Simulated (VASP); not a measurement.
# NaTl (Fd-3m) in VASP: electric field gradients with LDA

Aim: the electric field gradients of NaTl with LDA.

Everything below comes from runs of VASP 6.6.1. Logs are shortened: lines on timing, memory, paths and dates and some standing lists are left out, and cuts for length are marked.

## 1. The cell of the first run

Symmetry: Fd-3m, No. 227, cubic system. The conventional cell has a = 7.479 Å, b = 7.479 Å, c = 7.479 Å, α = 90.00°, β = 90.00°, γ = 90.00°. Within 4.3 Å of Na (site symmetry -43m) lie 4 Na at 3.24 Å and 10 Tl at 3.24 to 3.74 Å. Tl (site symmetry -43m) has 10 Na at 3.24 to 3.74 Å and 4 Tl at 3.24 Å within 4.3 Å.

## 2. Electric field gradients, LDA

INCAR

```
SYSTEM = NaTl
PREC = Accurate
ENCUT = 520
EDIFF = 1E-8
ISMEAR = -1
SIGMA = 0.05
LREAL = .False.
LASPH = .True.
NELM = 60
ALGO = Normal
ISIF = 2
LWAVE = .False.
LCHARG = .False.
LEFG = .True.
NBANDS = 28
```

KPOINTS

```
regular mesh
0
Gamma
  10 10 10
  0 0 0
```

POSCAR

```
NaTl
1.0
    0.0000000000      3.7393523715      3.7393523715
    3.7393523715      0.0000000000      3.7393523715
    3.7393523715      3.7393523715      0.0000000000
Na Tl
2 2
Direct
    0.0000000000      0.0000000000      0.0000000000
    0.2500000000      0.2500000000      0.2500000000
    0.5000000000      0.5000000000      0.5000000000
    0.7500000000      0.7500000000      0.7500000000
```

Potentials or basis: VASP PAW LDA potentials, release 64 (Na_pv, Tl_d).

The run is started by

```sh
$ cat potpaw_LDA.64/Na_pv/POTCAR potpaw_LDA.64/Tl_d/POTCAR > POTCAR
$ mpirun -np 1 vasp_std > vasp.out
```

OUTCAR:

```text
SYSTEM = NaTl
   PREC = Accurate
   ENCUT = 520
   EDIFF = 1E-8
   ISMEAR = -1
   LREAL = .False.
   LASPH = .True.
   NELM = 60
   ISIF = 2

 ion  position               nearest neighbor table
   1  0.000  0.000  0.000-   4 3.24   4 3.24   4 3.24   4 3.24
   2  0.250  0.250  0.250-   3 3.24   3 3.24   3 3.24   3 3.24
   3  0.500  0.500  0.500-   2 3.24   2 3.24   2 3.24   2 3.24   4 3.24   4 3.24   4 3.24   4 3.24

   4  0.750  0.750  0.750-   3 3.24   3 3.24   3 3.24   1 3.24   3 3.24   1 3.24   1 3.24   1 3.24

  LATTYP: Found a face centered cubic cell.
 ALAT       =     7.4787047430

  Lattice vectors:

 A1 = (   0.0000000000,   3.7393523715,   3.7393523715)
 A2 = (   3.7393523715,   0.0000000000,   3.7393523715)
 A3 = (   3.7393523715,   3.7393523715,   0.0000000000)

Analysis of symmetry for initial positions (statically):
=====================================================================
 Subroutine PRICEL returns:
 Original cell was already a primitive cell.

 Routine SETGRP: Setting up the symmetry group for a
 face centered cubic supercell.

 Subroutine GETGRP returns: Found 48 space group operations
 (whereof 24 operations were pure point group operations)
 out of a pool of 48 trial point group operations.

The static configuration has the point symmetry T_d .
 The point group associated with its full space group is O_h .

Analysis of symmetry for dynamics (positions and initial velocities):
=====================================================================
 Subroutine PRICEL returns:
 Original cell was already a primitive cell.

 Routine SETGRP: Setting up the symmetry group for a
 face centered cubic supercell.

 Subroutine GETGRP returns: Found 48 space group operations
 (whereof 24 operations were pure point group operations)
 out of a pool of 48 trial point group operations.

The dynamic configuration has the point symmetry T_d .
 The point group associated with its full space group is O_h .

 Subroutine INISYM returns: Found 48 space group operations
 (whereof 24 operations are pure point group operations),
 and found     1 'primitive' translations

----------------------------------------------------------------------------------------

                                     Primitive cell

  volume of cell :     104.5729

  direct lattice vectors                    reciprocal lattice vectors
     0.000000000  3.739352371  3.739352371    -0.133712994  0.133712994  0.133712994
     3.739352371  0.000000000  3.739352371     0.133712994 -0.133712994  0.133712994
     3.739352371  3.739352371  0.000000000     0.133712994  0.133712994 -0.133712994

  length of vectors
     5.288242838  5.288242838  5.288242838     0.231597699  0.231597699  0.231597699

  position of ions in fractional coordinates (direct lattice)
     0.000000000  0.000000000  0.000000000
     0.250000000  0.250000000  0.250000000
     0.500000000  0.500000000  0.500000000
     0.750000000  0.750000000  0.750000000

  ion indices of the primitive-cell ions
   primitive index   ion index
                 1           1
                 2           2
                 3           3
                 4           4

----------------------------------------------------------------------------------------

 KPOINTS: regular mesh

Automatic generation of k-mesh.
 Grid dimensions read from file:
 generate k-points for:   10   10   10

 Generating k-lattice:

  Cartesian coordinates                     Fractional coordinates (reciprocal lattice)
[... 42 lines left out ...]
   k-points           NKPTS =     47   k-points in BZ     NKDIM =     47   number of bands    NBANDS=     28
   number of dos      NEDOS =    301   number of ions     NIONS =      4
   total plane-waves  NPLWV =  64000
   dimension x,y,z NGX =    40 NGY =   40 NGZ =   40
   dimension x,y,z NGXF=    80 NGYF=   80 NGZF=   80
   ions per type =               2   2
   NGX,Y,Z   is equivalent  to a cutoff of  12.57, 12.57, 12.57 a.u.
   NGXF,Y,Z  is equivalent  to a cutoff of  25.15, 25.15, 25.15 a.u.
 SYSTEM =  NaTl
   PREC   = accura    normal or accurate (medium, high low for compatibility)
   ISTART =      0    job   : 0-new  1-cont  2-samecut
   ICHARG =      2    charge: 1-file 2-atom 10-const
   ISPIN  =      1    spin polarized calculation?
   LNONCOLLINEAR =      F non collinear calculations
   LSORBIT =      F    spin-orbit coupling
   LASPH  =      T    aspherical Exc in radial PAW
   ENCUT  =  520.0 eV  38.22 Ry    6.18 a.u.   9.83  9.83  9.83*2*pi/ulx,y,z
   NELM   =     60;   NELMIN=  2; NELMDL= -5     # of ELM steps
   EDIFF  = 0.1E-07   stopping-criterion for ELM
   LREAL  =      F    real-space projection
   EDIFFG = 0.1E-06   stopping-criterion for IOM
   NSW    =      0    number of steps for IOM
   IBRION =     -1    ionic relax: 0-MD 1-quasi-New 2-CG
   NFREE  =      0    steps in history (QN), initial steepest desc. (CG)
   ISIF   =      2    stress and relaxation
   ISYM   =      2    0-nonsym 1-usesym 2-fastsym
   POTIM  = 0.5000    time-step for ionic-motion
   TEBEG  =    0.0;   TEEND  =   0.0 temperature during run
   PSTRESS=    0.0 pullay stress
   NELECT =      40.0000    total number of electrons
   NUPDOWN=      -1.0000    fix difference up-down
   EMIN   =  10.00;   EMAX   =-10.00  energy-range for DOS
   EFERMI =   0.00;   METHOD = LEGACY
   ISMEAR =    -1;   SIGMA  =   0.05  broadening in eV -4-tet -1-fermi 0-gaus
   EFERMI_NEDOS =   21; number of points for ismear=-14 and -15
   IALGO  =     38    algorithm
   IMIX   =      4    mixing-type and parameters
     AMIX     =   0.40;   BMIX     =  1.00
     AMIX_MAG =   1.60;   BMIX_MAG =  1.00
  volume/ion in A,a.u.               =      26.14       176.42
  Fermi-wavevector in a.u.,A,eV,Ry     =   1.188379  2.245711 19.214767  1.412246
  Thomas-Fermi vector in A             =   2.324510
   LORBIT       =      0    0 simple, 1 ext, 2 COOP (PROOUT), +10 PAW based schemes
   GGA     = CA    functional components
   LHFCALC =     F    Hartree Fock is set to
   AEXX    =    0.0000 exact exchange contribution
   IVDW    =     0    specifies the selected vdW correction
   LEPSILON=     F    determine dielectric tensor
   LRPA    =     F    only Hartree local field effects (RPA)
 non-spin polarized calculation
  energy-cutoff  :      520.00
  volume of cell :      104.57
 maximum number of plane-waves:      2840
   NGX = 19   NGY = 19   NGZ = 19

 number of electron      40.0000020 magnetization

 Free energy of the ion-electron system (eV)
  ---------------------------------------------------
  ext. energy  EPLUGINS =         0.00000000
  ---------------------------------------------------
  free energy    TOTEN  =        -9.43737993 eV

  energy without entropy =       -9.42757243  energy(sigma->0) =       -9.43247618

 E-fermi :   4.3349     XC(G=0):  -9.3869

 val. band max:        4.3114911123   @ k =  -0.2000   0.2000   0.0000
 cond. band min:       4.4028422390   @ k =   0.4000   0.3000   0.0000
 fundamental gap:      0.0913511267
 Fermi energy:         4.3349384355

 k-point     1 :       0.0000    0.0000    0.0000
  band No.  band energies     occupation
      1     -20.6461      2.00000
      2     -20.6461      2.00000
      3     -20.6461      2.00000
      4     -20.6063      2.00000
      5     -20.6063      2.00000
      6     -20.6063      2.00000
[... 733 lines left out ...]
     27      11.0099      0.00000
     28      11.5840      0.00000

 [... further k-points ...]

------------------------ aborting loop because EDIFF is reached ----------------------------------------

  FORCE on cell =-STRESS in cart. coord.  units (eV):
  Direction    XX          YY          ZZ          XY          YZ          ZX
  --------------------------------------------------------------------------------------
  -------------------------------------------------------------------------------------
  Total       -1.0117725     -1.0117725     -1.0117725      0.0000000     -0.0000000      0.0000000
  in kB      -15.5015196    -15.5015196    -15.5015196      0.0000000     -0.0000000      0.0000000
  external PRESSURE =     -15.5015196 kB  Pullay stress =       0.0000000 kB

 VOLUME and BASIS-vectors are now :
 -----------------------------------------------------------------------------
  energy-cutoff  :      520.00
  volume of cell :      104.57
      direct lattice vectors                 reciprocal lattice vectors
     0.000000000  3.739352371  3.739352371    -0.133712994  0.133712994  0.133712994
     3.739352371  0.000000000  3.739352371     0.133712994 -0.133712994  0.133712994
     3.739352371  3.739352371  0.000000000     0.133712994  0.133712994 -0.133712994

 POSITION                                       TOTAL-FORCE (eV/Angst)
 -----------------------------------------------------------------------------------
      0.00000      0.00000      0.00000        -0.000000     -0.000000     -0.000000
      1.86968      1.86968      1.86968         0.000000      0.000000      0.000000
      3.73935      3.73935      3.73935        -0.000000     -0.000000     -0.000000
      5.60903      5.60903      5.60903         0.000000      0.000000      0.000000
 -----------------------------------------------------------------------------------
    total drift:                               -0.000000     -0.000000      0.000000

  FREE ENERGIE OF THE ION-ELECTRON SYSTEM (eV)
  ---------------------------------------------------
  free  energy   TOTEN  =        -9.4373799278 eV

  energy  without entropy=       -9.4275724347  energy(sigma->0) =       -9.43247618

 Electric field gradients (V/A^2)
---------------------------------------------------------------------
 ion       V_xx      V_yy      V_zz      V_xy      V_xz      V_yz
---------------------------------------------------------------------
   1       0.000    -0.000    -0.000     0.002     0.002     0.002
   2       0.000    -0.000    -0.000     0.002     0.002     0.002
   3       0.000    -0.000    -0.000    -0.001    -0.001    -0.001
   4       0.000    -0.000    -0.000    -0.001    -0.001    -0.001
---------------------------------------------------------------------

 Electric field gradients after diagonalization (V/A^2)
 (convention: |V_zz| > |V_xx| > |V_yy|)
----------------------------------------------------------------------
 ion       V_xx      V_yy      V_zz     asymmetry (V_yy - V_xx)/ V_zz
----------------------------------------------------------------------
   1      -0.002    -0.002     0.003       0.000
   2      -0.002    -0.002     0.003       0.000
   3       0.001     0.001    -0.002       0.000
   4       0.001     0.001    -0.002       0.000
----------------------------------------------------------------------

           NMR quadrupolar parameters

 Cq : quadrupolar parameter    Cq=e*Q*V_zz/h
 eta: asymmetry parameters     (V_yy - V_xx)/ V_zz
 Q  : nuclear electric quadrupole moment in mb (millibarn)
----------------------------------------------------------------------
 ion       Cq(MHz)       eta       Q (mb)
----------------------------------------------------------------------
   1       0.000       0.000       1.000
   2       0.000       0.000       1.000
   3      -0.000       0.000       1.000
   4      -0.000       0.000       1.000
----------------------------------------------------------------------
```

Run time: 2.5 min. Hardware: 1 thread of AMD EPYC 7R43 (Zen 3), shared host; peak memory 0.23 GiB.

Results:

```yaml
Free_energy: -9.4374 eV
Pressure: -1.6 GPa
Band_gap_on_the_k_mesh: zero (bands 20 and 21 overlap by 1.19 eV)
Largest_electric_field_gradient_by_atom: under 0.05 V/Å² on every atom
```

Caveat: spin-orbit coupling is left out, which moves the levels of the heavy elements.

The gap in the log of VASP goes by the Fermi energy; the results here count the filled bands.